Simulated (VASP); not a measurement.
The system is BiB.

```
B Bi
1.0
     3.32505    0.00000    0.00000
     0.00000    3.32505    0.00000
     0.00000    0.00000    3.32505
B Bi
1 1
Cartesian
  0.0000 0.0000 0.0000
  1.6625 1.6625 1.6625
```

- Program: VASP 6.6.1
- Task: relaxation of cell and atoms
- Functional: r2SCAN
- Dispersion: rVV10
- Potentials or basis: VASP PAW PBE potentials, release 64 (B, Bi_d)
- Cutoff: 600 eV
- k mesh: 8 × 8 × 8
- Occupations: fermi-dirac, width 0.03 eV
- Spin: no spin polarisation

At the start: pressure 2.5 GPa; volume 18.38 Å³/atom.

**Question.** Where does the relaxation end?

**Answer.** Over 3 steps the energy falls by 4.4 meV/atom and the volume is 18.96 Å³/atom (+3.1 %); space group Pm-3m (No. 221, to 0.1 Å) before and after.

The path:
```tsv
step	energy change (eV)	largest force (eV/Å)	pressure (GPa)	volume (Å³)
1	0.0000	0.0000	2.51	36.76
2	-0.0078	0.0000	-0.76	38.32
3	-0.0087	0.0000	0.02	37.91
```

Final structure:
```cif
data_structure
_symmetry_space_group_name_H-M 'P 1'
_symmetry_Int_Tables_number 1
_cell_length_a 3.3594
_cell_length_b 3.3594
_cell_length_c 3.3594
_cell_angle_alpha 90.000
_cell_angle_beta 90.000
_cell_angle_gamma 90.000
_cell_volume 37.91
loop_
_atom_site_label
_atom_site_type_symbol
_atom_site_fract_x
_atom_site_fract_y
_atom_site_fract_z
_atom_site_occupancy
B1 B 0.00000 0.00000 0.00000 1
Bi1 Bi 0.50000 0.50000 0.50000 1
```

Caveat: the highest band is partly filled, so the run has too few bands; the PAW data sets were made with another functional, which shifts forces and pressure a little.
